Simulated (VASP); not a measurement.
A run of VASP 6.6.1:

The input INCAR:

```
SYSTEM = Ca
PREC = Accurate
ENCUT = 520
EDIFF = 1E-6
ISMEAR = 0
SIGMA = 0.15
LREAL = .False.
LASPH = .True.
NELM = 80
ALGO = Fast
ISIF = 2
LWAVE = .False.
LCHARG = .False.
GGA = PE
NBANDS = 11
```

The input KPOINTS:

```
regular mesh
0
Gamma
  16 16 16
  0 0 0
```

File POSCAR:

```
Ca
1.0
   -2.1500747810      2.1500747810      2.2510176802
    2.1500747810     -2.1500747810      2.2510176802
    2.1500747810      2.1500747810     -2.2510176802
Ca
1
Direct
    0.5000000000      0.5000000000      0.0000000000
```

Potentials or basis: VASP PAW PBE potentials, release 64 (Ca_sv).

Command:

```bash
$ cat potpaw_PBE.64/Ca_sv/POTCAR > POTCAR
$ mpirun -np 1 vasp_std > vasp.out
```

Hardware: 1 thread of Intel(R) Xeon(R) Platinum 8375C CPU @ 2.90GHz (Ice Lake), on a shared host.

**Question.** How long does it take, and how much memory?

**Answer.** Wall time 96 s on 1 thread of Intel(R) Xeon(R) Platinum 8375C CPU @ 2.90GHz (Ice Lake), with other jobs on the host, peak memory 0.28 GiB. Counts: scf iterations 13, k points 349.
